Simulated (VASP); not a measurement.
## P: single point with r2SCAN

P:

```
CELL_PARAMETERS angstrom
5.06825 -4.50489 0.00397
5.06825 4.50489 0.00397
-0.02008 0.00000 5.55709
ATOMIC_POSITIONS crystal
P 0.84455 0.84455 0.24978
P 0.15545 0.15545 0.75022
P 0.71471 0.71471 0.57254
P 0.28529 0.28529 0.42746
P 0.52011 0.77540 0.25076
P 0.22460 0.47989 0.74924
P 0.47989 0.22460 0.74924
P 0.77540 0.52011 0.25076
```

This cell differs from its parent crystal: strain +0.050 along x and y, +0.000 along z.

| Item | Value |
| --- | --- |
| Program | VASP 6.6.1 |
| Task | single point |
| Functional | r2SCAN |
| Potentials or basis | VASP PAW PBE potentials, release 64 (P) |
| Cutoff | 520 eV |
| k mesh | 4 × 4 × 4 |
| Occupations | gaussian, width 0.05 eV |
| Spin | no spin polarisation |

```json
{
  "Pressure": "-4.5 GPa",
  "Largest force": "2.113 eV/Å",
  "Band gap on the k mesh": "3.28 eV (least direct gap 3.47 eV)"
}
```

Forces in eV/Å, atoms in the order of the input:
```
P   -2.090  0.000  0.311
P    2.090  0.000 -0.311
P   -0.018  0.000 -0.888
P    0.018  0.000  0.888
P    1.047 -1.803  0.316
P   -1.047 -1.803 -0.316
P   -1.047  1.803 -0.316
P    1.047  1.803  0.316
```

Stress tensor (GPa, compression positive):
```
-5.66  0.00  0.02
 0.00 -5.67  0.00
 0.02  0.00 -2.16
```

Levels at points of the mesh, in eV from the valence-band top:
| k point | band 18 | band 19 | band 20 | band 21 | band 22 | band 23 |
| --- | --- | --- | --- | --- | --- | --- |
| (0.00, 0.00, 0.00) | -0.41 | -0.24 | -0.23 | 3.28 | 3.71 | 3.97 |
| (0.50, 0.00, 0.00) | -0.36 | -0.27 | -0.19 | 3.71 | 3.83 | 4.01 |
| (0.50, 0.50, 0.00) | -0.42 | -0.20 | -0.12 | 3.35 | 3.73 | 3.85 |
| (0.00, 0.00, 0.50) | -0.57 | -0.28 | -0.11 | 4.15 | 4.33 | 4.34 |
| (0.50, 0.00, 0.50) | -0.32 | -0.32 | 0.00 | 3.56 | 3.83 | 4.09 |
| (0.50, 0.50, 0.50) | -0.46 | -0.40 | -0.34 | 3.68 | 3.71 | 3.85 |

Run time: 4 min on 1 thread of Intel(R) Xeon(R) 6975P-C (Granite Rapids), with other jobs on the host, peak memory 0.4 GiB.

Caveat: the cell differs from its parent crystal (strain +0.050 along x and y, +0.000 along z); the cell stands under tension; the PAW data sets were made with another functional, which shifts forces and pressure a little. A k mesh can miss the band edges.
